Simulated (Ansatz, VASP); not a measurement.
**Two plane-wave programs on Sn3Se2S**

```
Sn Se S
1.0
     6.35420   -5.98852    0.00000
     6.35420    5.98852    0.00000
     0.00000    0.00000    4.23864
Sn Se S
6 4 2
Direct
  0.79021 0.53057 0.25000
  0.46943 0.20979 0.25000
  0.12731 0.87269 0.25000
  0.53057 0.79021 0.75000
  0.20979 0.46943 0.75000
  0.87269 0.12731 0.75000
  0.02739 0.31173 0.25000
  0.68827 0.97261 0.25000
  0.31173 0.02739 0.75000
  0.97261 0.68827 0.75000
  0.34457 0.65543 0.25000
  0.65543 0.34457 0.75000
```

Alike in both runs: functional PBE; k mesh 4 × 4 × 8; occupations gaussian, width 0.02 eV; no spin polarisation.

Ansatz relaxed the structure, and its values are those at the end. VASP's run is a single point on that final structure, the one shown.

|  | VASP | Ansatz |
| --- | --- | --- |
| version | VASP 6.6.1 | Ansatz 0.2.0 |
| potentials or method | VASP PAW PBE potentials, release 64 (Sn_d, Se, S), cutoff 520 eV | scalar-relativistic, plane waves, PAW |
| valence electrons in the cell | 120 | 160 |

|  | VASP | Ansatz | Ansatz less VASP |
| --- | --- | --- | --- |
| gap on the k mesh at the Fermi level (eV) | 0.45 | 0.46 | +0.011 |
| least direct gap on the mesh (eV) | 0.58 | 0.59 | +0.007 |
| pressure (GPa) | 0.0 | 0.0 | 0.00 |
| rms of the force components (eV/Å) | 0.005 | 0.001 | -0.0040 |

VASP's potentials hold 120 valence electrons a cell and Ansatz's 160, so a difference there can come from the potentials and not from the codes.
